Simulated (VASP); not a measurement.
**HfTa: single point with PBEsol**

The system is HfTa.

```xyz
2
Lattice="1.7127 -2.3996 0.0000 1.7127 2.3996 0.0000 0.0000 0.0000 4.8476" Properties=species:S:1:pos:R:3 pbc="T T T"
Hf    0.0000    0.0000    0.0000
Ta    1.7127    0.0000    2.4238
```

```json
{
 "Program": "VASP 6.6.1",
 "Task": "single point",
 "Functional": "PBEsol",
 "Potentials or basis": "VASP PAW PBE potentials, release 64 (Hf_pv, Ta_pv)",
 "Cutoff": "520 eV",
 "k mesh": "18 × 18 × 10",
 "Occupations": "gaussian, width 0.15 eV",
 "Spin": "no spin polarisation",
 "Dipole correction": "no",
 "Further INCAR settings": "ALGO = Normal; EDIFF = 1e-07; NBANDS = 18"
}
```

The pressure is -5.3 GPa and the band gap on the k mesh is zero (an odd number of electrons rules out a gap without spin polarisation).

Stress tensor (GPa, compression positive):
```
-5.42  0.00  0.00
 0.00 -5.12  0.00
 0.00  0.00 -5.22
```

Levels at points of the mesh, in eV from the Fermi level:
```tsv
k point	band 8	band 9	band 10	band 11	band 12	band 13
(0.00, 0.00, 0.00)	-3.87	-1.11	1.13	1.16	1.17	1.36
(0.50, 0.00, 0.00)	-2.59	-1.24	-0.86	-0.48	-0.04	3.24
(0.50, 0.50, 0.00)	-3.18	-3.17	-1.04	1.49	3.99	5.03
(0.00, 0.00, 0.50)	-5.22	-0.50	-0.11	0.24	0.59	2.96
(0.50, 0.00, 0.50)	-3.79	-1.17	-0.82	1.28	1.52	3.66
(0.50, 0.50, 0.50)	-2.34	-1.62	-1.33	0.98	1.40	1.82
```

It took 2.4 min on 1 thread of Intel(R) Xeon(R) Platinum 8559C (Emerald Rapids) (shared host), peak memory 0.49 GiB.

Caveat: the cell stands under tension; the PAW data sets were made with another functional, which shifts forces and pressure a little; spin-orbit coupling is left out, which moves the levels of the heavy elements.
